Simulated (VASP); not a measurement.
Wanted: the native input for a VASP 6.6.1 run.

```
Task                   : single point
Functional             : PBE
Dispersion             : D3(BJ)
Potentials or basis    : VASP PAW PBE potentials, release 64 (C_h, N_h, H_h)
Cutoff                 : 910 eV
k mesh                 : 1 × 1 × 1
Occupations            : fermi-dirac, width 0.02 eV
Spin                   : no spin polarisation
Dipole correction      : no
Second run             : hard_potentials
Further INCAR settings : LREAL = Auto; ALGO = Normal; EDIFF = 1e-06; NBANDS = 72
```

The structure of H3C2N lies in POSCAR:

```
H3C2N
1.0
    8.0517480000      0.0000000000      0.0000000000
    0.0000000000      8.0517480000      0.0000000000
    0.0000000000      0.0000000000      8.0517480000
C N H
12 6 18
Direct
    0.6789705788      0.1853137977      0.3074984463
    0.5501165710      0.1309405113      0.4015401376
    0.1373117986      0.3819170694      0.4432453673
    0.0476915075      0.5105847823      0.5322570950
    0.1826559897      0.9498434377      0.7765270349
    0.2877139225      1.0293168639      0.9107339177
    0.6883474247      0.8085697665      1.0779025871
    0.6198902400      0.6718789510      1.1822774384
    0.5792282620      0.4058249215      0.7562084655
    0.7248984941      0.2951781402      0.7884995904
    1.1283015812      0.9620768062      0.2970783487
    1.1240292170      0.7994661532      0.2132704600
    0.4457789787      0.0833607808      0.4865278943
   -0.0157481332      0.6215172159      0.5921322923
    0.3674978402      1.0890057662      1.0162389583
    0.5488621850      0.5793524586      1.2695131542
    0.8429101358      0.2106250717      0.7983111245
    1.1021830291      0.6831311661      0.1314248782
    0.6525415351      0.2571491308      0.1901947254
    0.7437142842      0.2586767494      0.3903872799
    0.7681065031      0.0977924297      0.2909181957
    0.2554848960      0.4391965571      0.3962866200
    0.1528239582      0.2735430865      0.5227808918
    0.0608811900      0.3284876775      0.3354178496
    0.2048499282      0.8094639822      0.7750739343
    0.0491073491      0.9829418407      0.7784024040
    0.2497594311      0.9876116341      0.6586147505
    0.7830473582      0.7440371954      0.9960818446
    0.5945665463      0.8726055510      1.0081537574
    0.7526564418      0.9003510790      1.1576368262
    0.5572951364      0.4986991645      0.8606081561
    0.6256032852      0.4868880646      0.6525291154
    0.4653896272      0.3266371476      0.7282269639
    1.0548765312      0.9611453314      0.4124570218
    1.2491697455      1.0104513952      0.3240538576
    1.0733197313      1.0559570419      0.2081908177
```

These files were run (other wordings do the same):

INCAR

```
SYSTEM = H3C2N
ALGO = Normal ; EDIFF = 1E-6
ENCUT = 910 ; GGA = PE
GGA_COMPAT = .FALSE. ; ISIF = 2
ISMEAR = -1 ; IVDW = 12
LASPH = .TRUE. ; LCHARG = .FALSE.
LREAL = Auto ; LWAVE = .FALSE.
NBANDS = 72 ; NELM = 120
PREC = Accurate ; SIGMA = 0.02
```

KPOINTS

```
k-points
0
G
  1 1 1
  0 0 0
```

Potentials or basis: VASP PAW PBE potentials, release 64 (C_h, N_h, H_h).

Run with:

```bash
$ cat potpaw_PBE.64/C_h/POTCAR potpaw_PBE.64/N_h/POTCAR potpaw_PBE.64/H_h/POTCAR > POTCAR
$ mpirun -np 1 vasp_gam > vasp.out
```

Results of the run:

* Pressure: -0.7 GPa
* Largest force: 3.763 eV/Å
* Band gap on the k mesh: 6.28 eV
* Dispersion energy per atom: -0.045 eV

Caveat: the k points lie up to 0.78 Å⁻¹ apart; the cutoff is under 1.25 times the usual one of these potentials, so pressure, stress and relaxed cells hold a basis-set (Pulay) error.

It took 2.2 min on 1 thread of Intel(R) Xeon(R) Platinum 8375C CPU @ 2.90GHz (Ice Lake), with other jobs on the host, peak memory 0.89 GiB.
